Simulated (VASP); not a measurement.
Write the native input for VASP 6.6.1 that does the following.

```
Task                   : single point
Functional             : r2SCAN
Potentials or basis    : VASP PAW PBE potentials, release 64 (Hf_pv, O)
Cutoff                 : 520 eV
k mesh                 : 2 × 2 × 2
Occupations            : gaussian, width 0.01 eV
Spin                   : no spin polarisation
Dipole correction      : no
Further INCAR settings : ALGO = Normal; EDIFF = 1e-07; NBANDS = 31
```

The system is HfO2.

```
CELL_PARAMETERS angstrom
4.81353 0.00000 0.00000
0.00000 4.81353 0.00000
0.00000 0.00000 3.20541
ATOMIC_POSITIONS crystal
Hf 0.00000 0.00000 0.00000
Hf 0.50000 0.50000 0.50000
O 0.19495 0.80505 0.50000
O 0.30505 0.30505 0.00000
O 0.69495 0.69495 0.00000
O 0.80505 0.19495 0.50000
```

The input as run:

POSCAR

```
HfO2
1.0
    4.8135330000      0.0000000000      0.0000000000
    0.0000000000      4.8135330000      0.0000000000
    0.0000000000      0.0000000000      3.2054150000
Hf O
2 4
Direct
    0.0000000000      0.0000000000      0.0000000000
    0.5000000000      0.5000000000      0.5000000000
    0.1949550000      0.8050450000      0.5000000000
    0.3050450000      0.3050450000      0.0000000000
    0.6949550000      0.6949550000      0.0000000000
    0.8050450000      0.1949550000      0.5000000000
```

INCAR.step1

```
SYSTEM = HfO2
PREC = Accurate
ENCUT = 520
ISMEAR = 0
SIGMA = 0.01
LREAL = .FALSE.
LASPH = .TRUE.
NELM = 60
NBANDS = 31
GGA = PE
ALGO = Normal
EDIFF = 1E-4
LWAVE = .TRUE.
LCHARG = .FALSE.
```

INCAR.step2

```
SYSTEM = HfO2
PREC = Accurate
ENCUT = 520
EDIFF = 1E-7
ISMEAR = 0
SIGMA = 0.01
LREAL = .FALSE.
LASPH = .TRUE.
NELM = 60
ALGO = Normal
ISIF = 2
LWAVE = .FALSE.
LCHARG = .FALSE.
METAGGA = R2SCAN
LMIXTAU = .TRUE.
NBANDS = 31
ISTART = 1
```

KPOINTS

```
regular mesh
0
G
  2 2 2
  0 0 0
```

Potentials or basis: VASP PAW PBE potentials, release 64 (Hf_pv, O).

Run with:

```console
$ cat potpaw_PBE.64/Hf_pv/POTCAR potpaw_PBE.64/O/POTCAR > POTCAR
$ cp INCAR.step1 INCAR
$ mpirun -np 1 vasp_std > vasp.out
$ cp INCAR.step2 INCAR
$ mpirun -np 1 vasp_std > vasp.out
```

Results of the run:

```json
{
  "Pressure": "1.3 GPa",
  "Largest force": "0.228 eV/Å",
  "Band gap on the k mesh": "4.45 eV, direct"
}
```

Caveat: the k points lie up to 0.98 Å⁻¹ apart; the PAW data sets were made with another functional, which shifts forces and pressure a little; spin-orbit coupling is left out, which moves the levels of the heavy elements.

Run time: 42 s on 1 thread of AMD EPYC 9R45 96-Core Processor (Zen 5) (shared host), peak memory 0.15 GiB.
